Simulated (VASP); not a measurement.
# AlN (F-43m) in VASP: further runs

AlN is run at these levels: LDA; tasks: elastic constants, vibrations by perturbation theory.

Everything below comes from runs of VASP 6.6.1. Logs are shortened: lines on timing, memory, paths and dates and some standing lists are left out, and cuts for length are marked.

### 1 The cell of the first run

It takes space group F-43m (No. 216, cubic). Conventional cell: a = 4.252 Å, b = 4.252 Å, c = 4.252 Å, α = 90.00°, β = 90.00°, γ = 90.00°. Al (site symmetry -43m) has 4 N at 1.84 Å within 2.4 Å. Within 2.4 Å of N (site symmetry -43m) lie 4 Al at 1.84 Å.

### 2 Elastic constants, LDA

File INCAR:

```
SYSTEM = AlN
PREC     = Accurate       ! precision mode
ENCUT    = 600            ! plane-wave cutoff, eV
EDIFF    = 1E-8           ! SCF threshold, eV
ISMEAR   = 0              ! smearing method
SIGMA    = 0.01           ! smearing width, eV
LREAL    = .False.        ! projectors in reciprocal space
LASPH    = .True.         ! aspherical terms in the spheres
NELM     = 60             ! most SCF steps
ALGO     = Normal         ! electronic algorithm
ISIF     = 3              ! what is computed and relaxed
LWAVE    = .False.        ! write WAVECAR
LCHARG   = .True.         ! write CHGCAR
GGA      = CA             ! functional
IBRION   = 6              ! ionic algorithm
NFREE    = 2            
POTIM    = 0.015          ! step
NSW      = 1              ! ionic steps
```

File KPOINTS:

```
regular mesh
0
Gamma
  10 10 10
  0 0 0
```

File POSCAR:

```
AlN
1.0
    0.0000000000      2.1258778874      2.1258778874
    2.1258778874      0.0000000000      2.1258778874
    2.1258778874      2.1258778874      0.0000000000
Al N
1 1
Direct
    0.0000000000      0.0000000000      0.0000000000
    0.7500000000      0.7500000000      0.7500000000
```

Potentials or basis: VASP PAW LDA potentials, release 64 (Al, N).

Started as:

```sh
> cat potpaw_LDA.64/Al/POTCAR potpaw_LDA.64/N/POTCAR > POTCAR
> mpirun -np 1 vasp_std > vasp.out
```

OUTCAR:

```text
SYSTEM = AlN
   PREC = Accurate
   ENCUT = 600
   EDIFF = 1E-8
   ISMEAR = 0
   LREAL = .False.
   LASPH = .True.
   NELM = 60
   ISIF = 3
   GGA = CA
   IBRION = 6
   NFREE = 2
   POTIM = 0.015
   NSW = 1

 ion  position               nearest neighbor table
   1  0.000  0.000  0.000-   2 1.84   2 1.84   2 1.84   2 1.84
   2  0.750  0.750  0.750-   1 1.84   1 1.84   1 1.84   1 1.84

  LATTYP: Found a face centered cubic cell.
 ALAT       =     4.2517557748

  Lattice vectors:

 A1 = (   0.0000000000,   2.1258778874,   2.1258778874)
 A2 = (   2.1258778874,   0.0000000000,   2.1258778874)
 A3 = (   2.1258778874,   2.1258778874,   0.0000000000)

Analysis of symmetry for initial positions (statically):
=====================================================================
 Subroutine PRICEL returns:
 Original cell was already a primitive cell.

 Routine SETGRP: Setting up the symmetry group for a
 face centered cubic supercell.

 Subroutine GETGRP returns: Found 24 space group operations
 (whereof 24 operations were pure point group operations)
 out of a pool of 48 trial point group operations.

The static configuration has the point symmetry T_d .

Analysis of symmetry for dynamics (positions and initial velocities):
=====================================================================
 Subroutine PRICEL returns:
 Original cell was already a primitive cell.

 Routine SETGRP: Setting up the symmetry group for a
 face centered cubic supercell.

 Subroutine GETGRP returns: Found 24 space group operations
 (whereof 24 operations were pure point group operations)
 out of a pool of 48 trial point group operations.

The dynamic configuration has the point symmetry T_d .

 Subroutine INISYM returns: Found 24 space group operations
 (whereof 24 operations are pure point group operations),
 and found     1 'primitive' translations

----------------------------------------------------------------------------------------

                                     Primitive cell

  volume of cell :      19.2152

  direct lattice vectors                    reciprocal lattice vectors
     0.000000000  2.125877887  2.125877887    -0.235196952  0.235196952  0.235196952
     2.125877887  0.000000000  2.125877887     0.235196952 -0.235196952  0.235196952
     2.125877887  2.125877887  0.000000000     0.235196952  0.235196952 -0.235196952

  length of vectors
     3.006445340  3.006445340  3.006445340     0.407373071  0.407373071  0.407373071

  position of ions in fractional coordinates (direct lattice)
     0.000000000  0.000000000  0.000000000
     0.750000000  0.750000000  0.750000000

  ion indices of the primitive-cell ions
   primitive index   ion index
                 1           1
                 2           2

----------------------------------------------------------------------------------------

 KPOINTS: regular mesh

Automatic generation of k-mesh.
 Grid dimensions read from file:
 generate k-points for:   10   10   10

 Generating k-lattice:

  Cartesian coordinates                     Fractional coordinates (reciprocal lattice)
[... 101 lines left out ...]
 number of electron       7.9999999 magnetization

 Free energy of the ion-electron system (eV)
  ---------------------------------------------------
  ext. energy  EPLUGINS =         0.00000000
  ---------------------------------------------------
  free energy    TOTEN  =       -16.31354932 eV

  energy without entropy =      -16.31354932  energy(sigma->0) =      -16.31354932

------------------------ aborting loop because EDIFF is reached ----------------------------------------

  FORCE on cell =-STRESS in cart. coord.  units (eV):
  Direction    XX          YY          ZZ          XY          YZ          ZX
  --------------------------------------------------------------------------------------
  -------------------------------------------------------------------------------------
  Total        1.8982143      1.8982143      1.8982143      0.0000000      0.0000000     -0.0000000
  in kB      158.2744761    158.2744761    158.2744761      0.0000000      0.0000000     -0.0000000
  external PRESSURE =     158.2744761 kB  Pullay stress =       0.0000000 kB
[... 89 lines left out ...]
  FREE ENERGIE OF THE ION-ELECTRON SYSTEM (eV)
  ---------------------------------------------------
  free  energy   TOTEN  =       -16.2803023779 eV

  energy  without entropy=      -16.2803023779  energy(sigma->0) =      -16.28030238

[... ionic steps 4 to 14 ...]

--------------------------------------- Ionic step       15  -------------------------------------------

 number of electron       7.9999999 magnetization

------------------------ aborting loop because EDIFF is reached ----------------------------------------
[... 67 lines left out ...]
--------------------------------------- Ionic step       17  -------------------------------------------

 number of electron       7.9999999 magnetization

 Free energy of the ion-electron system (eV)
  ---------------------------------------------------
  ext. energy  EPLUGINS =         0.00000000
  ---------------------------------------------------
  free energy    TOTEN  =       -16.31149923 eV

  energy without entropy =      -16.31149923  energy(sigma->0) =      -16.31149923

 E-fermi :   6.6437     XC(G=0): -11.6235

 val. band max:        6.5394622694   @ k =   0.0000   0.0000   0.0000
 cond. band min:       9.7536334558   @ k =   0.5000   0.5000   0.0000
 fundamental gap:      3.2141711864
 Fermi energy:         6.6437399399

 k-point     1 :       0.0000    0.0000    0.0000
  band No.  band energies     occupation
      1      -8.8111      2.00000
      2       6.4583      2.00000
      3       6.4992      2.00000
      4       6.5395      2.00000
      5      11.4744      0.00000
      6      19.6425      0.00000
      7      19.6467      0.00000
      8      19.6498      0.00000
[... 243 lines left out ...]
 k-point    24 :       0.4000    0.3000    0.0000
  band No.  band energies     occupation
      1      -6.5141      2.00000
      2       2.1718      2.00000
      3       4.6798      2.00000
      4       5.0141      2.00000
      5      11.4982      0.00000
      6      16.3594      0.00000
      7      19.6202      0.00000
      8      21.7556      0.00000

 [... further k-points ...]
[... 5 lines left out ...]
  --------------------------------------------------------------------------------------
  -------------------------------------------------------------------------------------
  Total        1.8978186      1.9054026      1.9054026      0.0000000     -0.2024606      0.0000000
  in kB      158.2414789    158.8738425    158.8738425      0.0000000    -16.8813067      0.0000000
  external PRESSURE =     158.6630547 kB  Pullay stress =       0.0000000 kB
[... 17 lines left out ...]
  FREE ENERGIE OF THE ION-ELECTRON SYSTEM (eV)
  ---------------------------------------------------
  free  energy   TOTEN  =       -16.3114992318 eV

  energy  without entropy=      -16.3114992318  energy(sigma->0) =      -16.31149923

 INTERNAL STRAIN TENSORS FROM STRAINED CELLS
 ============================================

 INTERNAL STRAIN TENSOR FOR ION    1 for displacements in x,y,z  (eV/Angst):
          X           Y           Z          XY          YZ          ZX
  --------------------------------------------------------------------------------
  x     0.00000     0.00000    -0.00000     0.00000   -13.48541     0.00000
  y    -0.00000     0.00000    -0.00000    -0.00000     0.00000   -13.48502
  z     0.00000     0.00000     0.00000   -13.48428     0.00000     0.00000

 INTERNAL STRAIN TENSORS FROM DISPLACED ATOMS
 ============================================

 INTERNAL STRAIN TENSOR FOR ION    1 for displacements in x,y,z  (eV/Angst):
          X           Y           Z          XY          YZ          ZX
  --------------------------------------------------------------------------------
  x     0.00000     0.00000     0.00000     0.00000   -13.51287     0.00000
  y     0.00000     0.00000     0.00000     0.00000     0.00000   -13.51287
  z     0.00000     0.00000     0.00000   -13.51287     0.00000     0.00000

 INTERNAL STRAIN TENSOR FOR ION    2 for displacements in x,y,z  (eV/Angst):
          X           Y           Z          XY          YZ          ZX
  --------------------------------------------------------------------------------
  x    -0.00000     0.00000     0.00000     0.00000    13.49678     0.00000
  y     0.00000    -0.00000     0.00000     0.00000     0.00000    13.49678
  z     0.00000     0.00000    -0.00000    13.49678     0.00000     0.00000

 Eigenvectors and eigenvalues of the dynamical matrix
 ----------------------------------------------------

   1 f  =   21.978934 THz   138.097717 2PiTHz  733.138335 cm-1    90.897528 meV
             X         Y         Z           dx          dy          dz
      0.000000  0.000000  0.000000    -0.000000   -0.584589   -0.000000
      3.188817  3.188817  3.188817     0.000000    0.811330    0.000000
[... 21 lines left out ...]
   6 f/i=    0.002463 THz     0.015476 2PiTHz    0.082160 cm-1     0.010187 meV
             X         Y         Z           dx          dy          dz
      0.000000  0.000000  0.000000     0.057911   -0.187674   -0.787198
      3.188817  3.188817  3.188817     0.041727   -0.135225   -0.567201

--------------------------------------------------------------------------------------------------------

 ELASTIC MODULI CONTR FROM IONIC RELAXATION (kBar)
 Direction    XX          YY          ZZ          XY          YZ          ZX
 --------------------------------------------------------------------------------
 XX          -0.0000      0.0000      0.0000     -0.0000      0.0000     -0.0000
 YY           0.0000     -0.0000      0.0000     -0.0000     -0.0000      0.0000
 ZZ           0.0000      0.0000     -0.0000      0.0000     -0.0000     -0.0000
 XY          -0.0000     -0.0000      0.0000   -834.5945      0.0000      0.0000
 YZ           0.0000     -0.0000     -0.0000      0.0000   -834.5945      0.0000
 ZX          -0.0000      0.0000     -0.0000      0.0000      0.0000   -834.5945
 --------------------------------------------------------------------------------

 TOTAL ELASTIC MODULI (kBar)
 Direction    XX          YY          ZZ          XY          YZ          ZX
 --------------------------------------------------------------------------------
 XX        3367.5009   2136.6498   2136.6498     -0.0000      0.0000     -0.0000
 YY        2136.6498   3367.5009   2136.6498     -0.0000     -0.0000      0.0000
 ZZ        2136.6498   2136.6498   3367.5009      0.0000     -0.0000     -0.0000
 XY          -0.0000     -0.0000      0.0000   1984.8746     -0.0000      0.0000
 YZ           0.0000     -0.0000     -0.0000     -0.0000   1984.8746      0.0000
 ZX          -0.0000      0.0000     -0.0000      0.0000      0.0000   1984.8746
 --------------------------------------------------------------------------------
```

Wall time 84 s (1 thread of Intel Xeon 6975P-C (Granite Rapids), shared host); peak memory 0.23 GiB.

What came out:

```yaml
Elastic_constants_C11_C12_C44: 337, 214, 198 GPa
Voigt_bulk_modulus: 255 GPa
Highest_phonon_frequency_at_Γ_LO-TO_splitting_left_out: 733 cm⁻¹
```

Phonon frequencies in cm⁻¹ (negative: imaginary):
| q point | frequencies |
| --- | --- |
| (0.000, 0.000, 0.000) | 0 0 0 733 733 733 |

Elastic tensor in Voigt notation (GPa, in the Cartesian axes of the cell as first typed):
```
337 214 214   0   0   0
214 337 214   0   0   0
214 214 337   0   0   0
  0   0   0 198   0   0
  0   0   0   0 198   0
  0   0   0   0   0 198
```

Clamped-ion elastic tensor (GPa):
```
337 214 214   0   0   0
214 337 214   0   0   0
214 214 337   0   0   0
  0   0   0 282   0   0
  0   0   0   0 282   0
  0   0   0   0   0 282
```

Caveat: the cell is under stress, which shifts elastic constants.

(Continued in part 2 of 2.)
